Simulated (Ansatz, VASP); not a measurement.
## B: VASP beside Ansatz

INCAR

```
PREC = Accurate ; ENCUT = 600
EDIFF = 1E-7 ; ISMEAR = 0
SIGMA = 0.1 ; LREAL = False
LASPH = True ; NELM = 80
ALGO = Normal ; ISIF = 3
LWAVE = False ; LCHARG = False
GGA = PE ; IBRION = 2
NSW = 100 ; EDIFFG = -0.01
```

KPOINTS

```
Automatic mesh
0
Gamma
  20 20 8
```

The input POSCAR:

```
B
1.0
    1.4616557400     -1.7222826663      0.0000000000
    1.4616557400      1.7222826663      0.0000000000
    0.0000000000      0.0000000000      5.4627545593
B
4
Direct
    0.2079044086      0.7920955914      0.0954248301
    0.7920955914      0.2079044086      0.5954248301
    0.2079044086      0.7920955914      0.4045751699
    0.7920955914      0.2079044086      0.9045751699
```

Input for Ansatz:

```yaml
crystal:
  lattice:
    - [1.46165574, -1.7222826663, 0.0]
    - [1.46165574, 1.7222826663, 0.0]
    - [0.0, 0.0, 5.4627545593]
  atoms:
    - { symbol: B, position: [0.2079044086, 0.7920955914, 0.0954248301] }
    - { symbol: B, position: [0.7920955914, 0.2079044086, 0.5954248301] }
    - { symbol: B, position: [0.2079044086, 0.7920955914, 0.4045751699] }
    - { symbol: B, position: [0.7920955914, 0.2079044086, 0.9045751699] }
basis:
  ecutwfc: 420
kpoints:
  mp_grid: { grid: [20, 20, 8] }
hamiltonian:
  xc: pbe
scf:
  occupations: { method: gaussian, width: 0.1 }
output:
  forces: true
  stress: true
  eigenvalues: true
relax:
  adjacent_minimum: "off"
  f_tol: 0.01
  max_steps: 80
  cell: { stress_tol: 0.05 }
```

Alike in both runs: task relaxation of cell and atoms; functional PBE; k mesh 20 × 20 × 8; occupations gaussian, width 0.1 eV; no spin polarisation.

|  | VASP | Ansatz |
| --- | --- | --- |
| version | VASP 6.6.1 | Ansatz 0.2.0 |
| potentials or method | VASP PAW PBE potentials, release 64 (B), cutoff 600 eV | scalar-relativistic, plane waves, PAW |
| valence electrons in the cell | 12 | 12 |

Ansatz gave:

* gap on the k mesh at the Fermi level, each at its own relaxed structure (eV): none
* relaxed volume (Å³/atom): 6.91
* relaxed cell length with the largest relative difference (Å): 2.264

Q: Estimate VASP's values.

A: gap on the k mesh at the Fermi level, each at its own relaxed structure (eV): none; relaxed volume (Å³/atom): 6.91; relaxed cell length with the largest relative difference (Å): 2.263.

A gap of «none» marks a metal or a gap that the smearing closes.
